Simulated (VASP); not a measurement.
# B12HN12 (a cell with a defect) in VASP: further runs, part 2 of 2

VASP 6.6.1. Earlier steps stand in the parts before.

**3. Single point, PBE+D3(BJ)**

Input file INCAR:

```
SYSTEM = B12HN12
PREC = Accurate
ENCUT = 520
EDIFF = 1E-7
ISMEAR = 0
SIGMA = 0.02
LREAL = Auto
LASPH = .True.
NELM = 80
ALGO = Normal
ISIF = 2
LWAVE = .False.
LCHARG = .True.
GGA = PE
IVDW = 12
LELF = .True.
LVHAR = .True.
NELECT = 96.0
NBANDS = 66
```

Input file KPOINTS:

```
Automatic mesh
0
Gamma
  2 2 2
  0.5 0.5 0.5
```

Input file POSCAR:

```
B12HN12
1.0
   -3.7615274009     -3.3394822066     -4.3376638254
    3.7615274009     -3.3394822066      4.3376638254
   -3.7615274009      3.3394822066      4.3376638254
B N H
12 12 1
Direct
    0.1670967858      0.7492977808      0.9172563769
    1.0126714327      0.0024746084      0.0032930679
    0.3407471536      0.5060855491      0.8321340168
    0.8396698919      0.2633471848      0.0904747750
    0.6659536071      0.5000224583      0.1678875015
    0.1684602960      0.2513746488      0.4169252123
    0.4989003397      0.7493589243      0.2490070465
    0.3287374313     -0.0054592983      0.3326143109
    0.9989237477      0.5000122809      0.5008768104
    0.8337607058      0.7499690140      0.5830111074
    0.6660959426      0.0025834041      0.6566065170
    0.5012716217      0.2513967722      0.7497116481
    0.1644108418      0.0804167966      0.2497304944
    0.9997120501      0.3333441174      0.3339249269
    0.3304677840      0.8301238911      0.1664582153
    0.8322603250      0.5825373071      0.4170773886
    0.6662361606      0.8329030164      0.4993335804
    0.1683549879      0.5839239288      0.7504241382
    0.4975449593      0.0804661579      0.5828115620
    0.3384133720      0.3373094012      0.6656969674
    1.0002880933      0.8328223047      0.8334682997
    0.8773927733      0.1274493024      0.9168706532
    0.6662057848      0.3333276381      1.0004275734
    0.5003213627      0.5839442058      0.0823704263
    0.0344544658      0.2849131049     -0.0825558165
```

Potentials or basis: VASP PAW PBE potentials, release 64 (B, N, H).

Launch:

```bash
> cat potpaw_PBE.64/B/POTCAR potpaw_PBE.64/N/POTCAR potpaw_PBE.64/H/POTCAR > POTCAR
> mpirun -np 1 vasp_std > vasp.out
```

OUTCAR:

```text
SYSTEM = B12HN12
   PREC = Accurate
   ENCUT = 520
   EDIFF = 1E-7
   ISMEAR = 0
   LREAL = Auto
   LASPH = .True.
   NELM = 80
   ISIF = 2
   GGA = PE
   IVDW = 12
   NELECT = 96.0
 IVDW          = 12

 ion  position               nearest neighbor table
   1  0.167  0.749  0.917-  15 1.44  18 1.45  21 1.45
   2  0.013  0.002  0.003-  13 1.42  21 1.42  22 1.53
   3  0.341  0.506  0.832-  20 1.44  18 1.45  24 1.45
   4  0.840  0.263  0.090-  23 1.42  14 1.42  22 1.53
   5  0.666  0.500  0.168-  16 1.44  24 1.45  23 1.45
   6  0.168  0.251  0.417-  20 1.44  13 1.45  14 1.45
[... 13 lines left out ...]
  20  0.338  0.337  0.666-  12 1.44   6 1.44   3 1.44
  21  0.000  0.833  0.833-   2 1.42   1 1.45  10 1.45
  22  0.877  0.127  0.917-  25 1.05   4 1.53  11 1.53   2 1.53
  23  0.666  0.333  0.000-   4 1.42   5 1.45  12 1.45
  24  0.500  0.584  0.082-   7 1.45   5 1.45   3 1.45
  25  0.034  0.285  0.917-  22 1.05

  LATTYP: Found a body centered orthorhombic cell.
 ALAT       =     6.6789644132
 B/A-ratio  =     1.1263804291
 C/A-ratio  =     1.2989031104

  Lattice vectors:

 A1 = (  -3.7615274009,   3.3394822066,  -4.3376638254)
 A2 = (   3.7615274009,  -3.3394822066,  -4.3376638254)
[... 210 lines left out ...]
  band No.  band energies     occupation
      1     -15.6575      2.00000
      2     -14.6253      2.00000
      3     -14.5750      2.00000
      4     -14.5648      2.00000
      5     -13.4628      2.00000
      6     -12.6642      2.00000
[... 241 lines left out ...]
     59      10.4709      0.00000
     60      10.5116      0.00000
 [bands above 60 left out]

------------------------ aborting loop because EDIFF is reached ----------------------------------------

 Edisp (eV)   -3.48932

 E8    (eV) :    -1.0150

  FORCE on cell =-STRESS in cart. coord.  units (eV):
  Direction    XX          YY          ZZ          XY          YZ          ZX
  --------------------------------------------------------------------------------------
  -------------------------------------------------------------------------------------
  Total      -4.32301    -8.05259    -4.02991    -0.00107     0.09579     0.00111
  in kB     -31.77879   -59.19525   -29.62420    -0.00783     0.70413     0.00817
  external pressure =      -40.20 kB  Pullay stress =        0.00 kB

 VOLUME and BASIS-vectors are now :
 -----------------------------------------------------------------------------
  energy-cutoff  :      520.00
  volume of cell :      217.95
      direct lattice vectors                 reciprocal lattice vectors
    -3.761527401 -3.339482207 -4.337663825    -0.132924726 -0.149723810  0.000000000
     3.761527401 -3.339482207  4.337663825     0.000000000 -0.149723810  0.115269422
    -3.761527401  3.339482207  4.337663825    -0.132924726  0.000000000  0.115269422

 POSITION                                       TOTAL-FORCE (eV/Angst)
 -----------------------------------------------------------------------------------
     -1.26032      0.00288      6.50414         0.003352      0.002862     -0.004469
     -0.05074     -0.03958     -0.02995        -0.015506      0.006092     -0.008057
     -2.50817     -0.04909      4.32670        -0.001057     -0.008220      0.007301
     -2.50818     -3.38137     -2.10744        -0.001278      0.002789      0.018241
     -1.25567     -3.33310      0.00849         0.003324      0.004634      0.003968
     -1.25639     -0.00972      2.16814         0.005242     -0.000306     -0.004847
[... 17 lines left out ...]
      0.00471     -3.34581      0.72002         0.008659     -0.000591     -0.001876
     -2.50888      1.99727      5.06597         0.000567     -0.027990      0.004019
 -----------------------------------------------------------------------------------
    total drift:                               -0.003350      0.000042      0.000138

  FREE ENERGIE OF THE ION-ELECTRON SYSTEM (eV)
  ---------------------------------------------------
  free  energy   TOTEN  =      -220.8778127013 eV

  energy  without entropy=     -220.8778127013  energy(sigma->0) =     -220.87781270
```

OSZICAR:

```text
N       E                     dE             d eps       ncg     rms          rms(c)
DAV:   1     0.459346271810E+03    0.45935E+03   -0.49357E+04   528   0.136E+03
DAV:   2    -0.196418191889E+03   -0.65576E+03   -0.61681E+03   664   0.315E+02
DAV:   3    -0.237098721018E+03   -0.40681E+02   -0.40325E+02   648   0.811E+01
DAV:   4    -0.237802860474E+03   -0.70414E+00   -0.70278E+00   632   0.114E+01
DAV:   5    -0.237818279782E+03   -0.15419E-01   -0.15411E-01   648   0.161E+00    0.275E+01
DAV:   6    -0.219546707065E+03    0.18272E+02   -0.50700E+01   592   0.254E+01    0.125E+01
DAV:   7    -0.217852047520E+03    0.16947E+01   -0.31751E+00   616   0.698E+00    0.772E+00
DAV:   8    -0.217391767064E+03    0.46028E+00   -0.15103E+00   600   0.430E+00    0.866E-01
DAV:   9    -0.217383366043E+03    0.84010E-02   -0.72850E-02   616   0.112E+00    0.438E-01
DAV:  10    -0.217387599320E+03   -0.42333E-02   -0.72256E-03   632   0.354E-01    0.134E-01
DAV:  11    -0.217388327659E+03   -0.72834E-03   -0.10767E-03   608   0.146E-01    0.544E-02
DAV:  12    -0.217388456223E+03   -0.12856E-03   -0.15605E-04   640   0.641E-02    0.273E-02
DAV:  13    -0.217388494084E+03   -0.37861E-04   -0.43779E-05   600   0.291E-02    0.926E-03
DAV:  14    -0.217388495952E+03   -0.18685E-05   -0.45956E-06   640   0.978E-03    0.327E-03
DAV:  15    -0.217388496440E+03   -0.48722E-06   -0.70984E-07   608   0.344E-03    0.110E-03
DAV:  16    -0.217388496472E+03   -0.32773E-07   -0.75033E-08   440   0.135E-03
   1 F= -.22087781E+03 E0= -.22087781E+03  d E =-.242641E-38
```

stdout:

```text
POSCAR found type information on POSCAR B N H
 POSCAR found :  3 types and      25 ions
 scaLAPACK will be used
 LDA part: xc-table for (Slater+PW92), standard interpolation
 POSCAR, INCAR and KPOINTS ok, starting setup
 FFT: planning ... GRIDC
 FFT: planning ... GRID_SOFT
 FFT: planning ... GRID
 WAVECAR not read
 entering main loop
 the old and the new charge density differ
 old charge density:    97.00000 new   96.00000
    0.275E+01
```

Wall time 3.7 min (1 thread of AMD EPYC 7R43 (Zen 3), shared host); peak memory 0.31 GiB.

Results:

```yaml
Free_energy: -220.8778 eV
Largest_force: 0.028 eV/Å
Dispersion_energy_per_atom: -0.140 eV
```

Forces in eV/Å, atoms in the order of the input:
```
B    0.003  0.003 -0.004
B   -0.016  0.006 -0.008
B   -0.001 -0.008  0.007
B   -0.001  0.003  0.018
B    0.003  0.005  0.004
B    0.005  0.000 -0.005
B   -0.003  0.004 -0.004
B    0.001  0.002  0.004
B   -0.002  0.004  0.001
B    0.000  0.000  0.004
B    0.016  0.009 -0.009
B   -0.006  0.002 -0.003
N    0.003 -0.001  0.000
N   -0.003  0.003  0.002
N    0.000 -0.001 -0.007
N    0.000 -0.002  0.001
N   -0.003  0.000  0.002
N   -0.009 -0.001 -0.001
N   -0.002 -0.002  0.000
N    0.001  0.006  0.003
N    0.001  0.000  0.001
N   -0.001 -0.004 -0.009
N    0.003  0.002  0.003
N    0.009 -0.001 -0.002
H    0.001 -0.028  0.004
```

Levels at points of the mesh, in eV from the Fermi level:
```tsv
k point	band 46	band 47	band 48	band 49	band 50	band 51
(0.25, 0.25, 0.25)	-1.18	-1.15	-1.13	4.09	4.86	4.94
```

Caveat: the k points lie up to 0.59 Å⁻¹ apart; the cell carries a net charge on a neutralising background, which shifts energy and pressure; the cell is charged against a uniform background, so pressure and absolute levels hang on convention.

**4. Single point, PBE+D3(BJ)**

Edit INCAR of step 3 so:

```diff
@@ -12,7 +12,5 @@
 LWAVE = .False.
-LCHARG = .True.
+LCHARG = .False.
 GGA = PE
 IVDW = 12
-LELF = .True.
-LVHAR = .True.
 NELECT = 96.0
```

KPOINTS is that of step 3.

Input file POSCAR:

```
B12HN12
1.0
   -3.7615274009     -3.3394822066     -4.3376638254
    3.7615274009     -3.3394822066      4.3376638254
   -3.7615274009      3.3394822066      4.3376638254
B N H
12 12 1
Direct
    0.1648730461      0.7484649364      0.9162477151
    0.9925861043     -0.0086130927     -0.0013282406
    0.3206618252      0.4906216445      0.8231365048
    0.8344330903      0.2501067746      0.0837919065
    0.6672374650      0.4905106931      0.1698207502
    0.1662365563      0.2501595710      0.4155343170
    0.4936635380      0.7508049910      0.2570106551
    0.3344095102      0.0019530318      0.3344218220
    1.0045959595      0.5038768487      0.4991366922
    0.8320616362      0.7484399955      0.5834584394
    0.6673796508      0.0019338634      0.6674021400
    0.4995727018      0.2492505204      0.7495415971
    0.1649783542      0.0820691302      0.2489022629
    1.0028654963      0.3359903493      0.3329894291
    0.3336213799      0.8342129848      0.1669654296
    0.8357884483      0.5852667215      0.4162544874
    0.6671274731      0.8342217577      0.5004551421
    0.1689225003      0.5853196726      0.7493393170
    0.5010730827      0.0848171825      0.5836102709
    0.3330451646      0.3331801755      0.6658675002
    0.9949198859      0.8272835645      0.8322293180
    0.8330120281      0.0820490327      0.9169562648
    0.6670972302      0.3330973889      1.0000002776
    0.4559406175      0.5394778490      0.0833899508
    0.2988788987      0.3829896868      0.0837920346
```

Launch:

```bash
> cat potpaw_PBE.64/B/POTCAR potpaw_PBE.64/N/POTCAR potpaw_PBE.64/H/POTCAR > POTCAR
> mpirun -np 1 vasp_std > vasp.out
```

Wall time 3.2 min (1 thread of AMD EPYC 7R43 (Zen 3), shared host); peak memory 0.31 GiB.

It converged, with:

| Quantity | Value |
| --- | --- |
| Free energy | -220.8778 eV |
| Largest force | 0.029 eV/Å |
| Dispersion energy per atom | -0.140 eV |

Forces on the atoms (eV/Å):
```
B   -0.004  0.000 -0.005
B    0.001  0.007  0.007
B    0.018 -0.006 -0.008
B    0.001 -0.004 -0.006
B   -0.018 -0.009 -0.008
B   -0.001 -0.003 -0.005
B    0.001 -0.002  0.016
B    0.003 -0.004  0.003
B   -0.001 -0.002  0.004
B    0.005 -0.001 -0.005
B   -0.004 -0.005  0.004
B   -0.001  0.000  0.007
N    0.009  0.000 -0.001
N    0.000  0.001 -0.008
N    0.004 -0.003  0.002
N    0.002  0.002  0.000
N   -0.004 -0.002  0.003
N   -0.002  0.001  0.000
N    0.000  0.002  0.001
N   -0.001  0.000  0.001
N    0.000 -0.007  0.003
N   -0.009  0.001 -0.002
N    0.002  0.000  0.002
N    0.001  0.004 -0.010
H    0.000  0.028  0.004
```

Levels at points of the mesh, in eV from the Fermi level:
```tsv
k point	band 45	band 46	band 47	band 48	band 49	band 50	band 51	band 52
(0.25, 0.25, 0.25)	-1.45	-1.16	-1.12	-1.10	4.12	4.88	4.96	5.14
```

Caveat: the k points lie up to 0.59 Å⁻¹ apart; the cell carries a net charge on a neutralising background, which shifts energy and pressure; the cell is charged against a uniform background, so pressure and absolute levels hang on convention.
